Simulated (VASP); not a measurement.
Here is a VASP 6.6.1 calculation.

Contents of INCAR:

```
PREC = Accurate ; ENCUT = 600
EDIFF = 1E-6 ; ISMEAR = 0
SIGMA = 0.05 ; LREAL = False
LASPH = True ; NELM = 100
ALGO = Normal ; ISIF = 4
LWAVE = False ; LCHARG = False
GGA = PS ; IBRION = 2
NSW = 60 ; EDIFFG = -0.01
```

Contents of KPOINTS:

```
regular mesh
0
Gamma
  10 10 6
```

Contents of POSCAR:

```
ReSb2
1.0
    3.4257816051      0.0000000000      0.0000000000
   -1.7128908026      2.9668138978      0.0000000000
    0.0000000000      0.0000000000      6.4826091124
Re Sb
1 2
Direct
    0.0000000000      0.0000000000      0.0000000000
    0.3333333333      0.6666666667      0.2889214890
    0.6666666667      0.3333333333      0.7110785110
```

Potentials or basis: VASP PAW PBE potentials, release 64 (Re, Sb).

Run with:

```sh
$ cat potpaw_PBE.64/Re/POTCAR potpaw_PBE.64/Sb/POTCAR > POTCAR
$ mpirun -np 1 vasp_std > vasp.out
```

(1) Predict the band gap on the k mesh.

Answers

(1) zero (an odd number of electrons rules out a gap without spin polarisation).

Caveat: spin-orbit coupling is left out, which moves the levels of the heavy elements.
